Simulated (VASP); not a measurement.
PdPtCl4: single point with PBE

The system is PdPtCl4.

```
CELL_PARAMETERS angstrom
0.00000 3.96152 3.96152
3.96152 0.00000 3.96152
3.96152 3.96152 0.00000
ATOMIC_POSITIONS crystal
Pd 0.75000 0.75000 0.75000
Pt 0.00000 0.00000 0.00000
Cl 0.87551 0.37483 0.37483
Cl 0.37483 0.37483 0.37483
Cl 0.37483 0.87551 0.37483
Cl 0.37483 0.37483 0.87551
```

The cell was generated, and may not be a known phase.

| Property | Result |
| --- | --- |
| Program | VASP 6.6.1 |
| Task | single point |
| Functional | PBE |
| Potentials or basis | VASP PAW PBE potentials, release 64 (Pd, Pt, Cl) |
| Cutoff | 520 eV |
| k mesh | 8 × 8 × 8 |
| Occupations | gaussian, width 0.1 eV |
| Spin | collinear spin |
| Starting moments | [0.34, 0.54, 0.0, 0.0, 0.0, 0.0] μB |
| Dipole correction | no |
| Further INCAR settings | ALGO = Normal; EDIFF = 1e-06; NBANDS = 37 |

The pressure is -0.1 GPa and the net moment is 0.64 μB per cell. The site moments are Pd +0.31; Pt +0.50; Cl -0.04 μB and the valence electrons inside the program's atomic spheres are Pd 8.82; Pt 8.60; Cl 4.96.

Forces in eV/Å, atoms in the order of the input:
```
Pd   0.000  0.000  0.000
Pt   0.000  0.000  0.000
Cl   0.001 -0.001 -0.001
Cl   0.001  0.001  0.001
Cl  -0.001  0.001 -0.001
Cl  -0.001 -0.001  0.001
```

Levels at points of the mesh, in eV from the Fermi level:
Spin up:
| k point | band 21 | band 22 | band 23 | band 24 | band 25 | band 26 | band 27 | band 28 |
| --- | --- | --- | --- | --- | --- | --- | --- | --- |
| (0.00, 0.00, 0.00) | -0.35 | -0.35 | -0.28 | -0.28 | 0.58 | 0.58 | 0.58 | 4.56 |
| (0.50, 0.00, 0.00) | -0.62 | -0.36 | -0.27 | -0.27 | 0.56 | 0.56 | 1.19 | 2.61 |
| (0.50, 0.50, 0.00) | -0.43 | -0.43 | -0.30 | -0.23 | 0.33 | 0.33 | 1.63 | 3.09 |
Spin down:
| k point | band 21 | band 22 | band 23 | band 24 | band 25 | band 26 | band 27 | band 28 |
| --- | --- | --- | --- | --- | --- | --- | --- | --- |
| (0.00, 0.00, 0.00) | -0.13 | -0.13 | -0.06 | -0.06 | 0.52 | 0.52 | 0.52 | 4.60 |
| (0.50, 0.00, 0.00) | -0.43 | -0.36 | -0.01 | -0.01 | 0.52 | 0.52 | 1.33 | 2.68 |
| (0.50, 0.50, 0.00) | -0.26 | -0.26 | -0.17 | 0.01 | 0.34 | 0.34 | 1.76 | 3.15 |

Wall time 2.7 min on 1 thread of Intel(R) Xeon(R) 6975P-C (Granite Rapids), on a shared host, peak memory 0.44 GiB.

Caveat: a moment this small can come from the mesh or the smearing; spin-orbit coupling is left out, which moves the levels of the heavy elements.
